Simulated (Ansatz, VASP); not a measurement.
## Two plane-wave programs on Mo

The input INCAR:

```
SYSTEM = Mo
  PREC = Accurate
  ENCUT = 520
  EDIFF = 1E-6
  ISMEAR = 0
  SIGMA = 0.15
  LREAL = .FALSE.
  LASPH = .TRUE.
  NELM = 100
  ALGO = Fast
  ISIF = 2
  LWAVE = .FALSE.
  LCHARG = .FALSE.
  GGA = PS
  NBANDS = 13
```

File KPOINTS:

```
regular mesh
0
G
  22 22 22
  0 0 0
```

The input POSCAR:

```
Mo
1.0
   -1.5435075000      1.5710000000      1.5435075000
    1.5984925000     -1.5710000000      1.5984925000
    1.5435075000      1.5710000000     -1.5435075000
Mo
1
Direct
    0.0000000000      0.0000000000      0.0000000000
```

Input for Ansatz:

```yaml
crystal:
  lattice:
    - [-1.5435075, 1.571, 1.5435075]
    - [1.5984925, -1.571, 1.5984925]
    - [1.5435075, 1.571, -1.5435075]
  atoms:
    - { symbol: Mo, position: [0.0, 0.0, 0.0] }
basis:
  ecutwfc: 420
kpoints:
  mp_grid: { grid: [22, 22, 22] }
hamiltonian:
  xc: pbesol
scf:
  occupations: { method: gaussian, width: 0.15 }
output:
  forces: true
  stress: true
  eigenvalues: true
```

Change from the starting cell: strain +0.0350 x Voigt [0, 0, 0, 0, 1, 0], atoms carried along.

Alike in both runs: task single point; functional PBEsol; k mesh 22 × 22 × 22; occupations gaussian, width 0.15 eV; no spin polarisation.

|  | VASP | Ansatz |
| --- | --- | --- |
| version | VASP 6.6.1 | Ansatz 0.2.0 |
| potentials or method | VASP PAW PBE potentials, release 64 (Mo_sv), cutoff 520 eV | scalar-relativistic, plane waves, PAW |
| valence electrons in the cell | 14 | 14 |

VASP gave:

```
gap on the k mesh at the Fermi level (eV)                     : none
pressure (GPa)                                                : -2.4
traceless stress, the component that is largest in VASP (GPa) : -3.59
```

What did Ansatz give for the same quantities?

gap on the k mesh at the Fermi level (eV): none; pressure (GPa): -3.0; traceless stress, the component that is largest in VASP (GPa): -3.56.

VASP's potentials were made for PBE, not for PBEsol. A gap of «none» marks a metal or a gap that the smearing closes. The functional is the same, so the differences come from potentials, cutoffs and numerics.
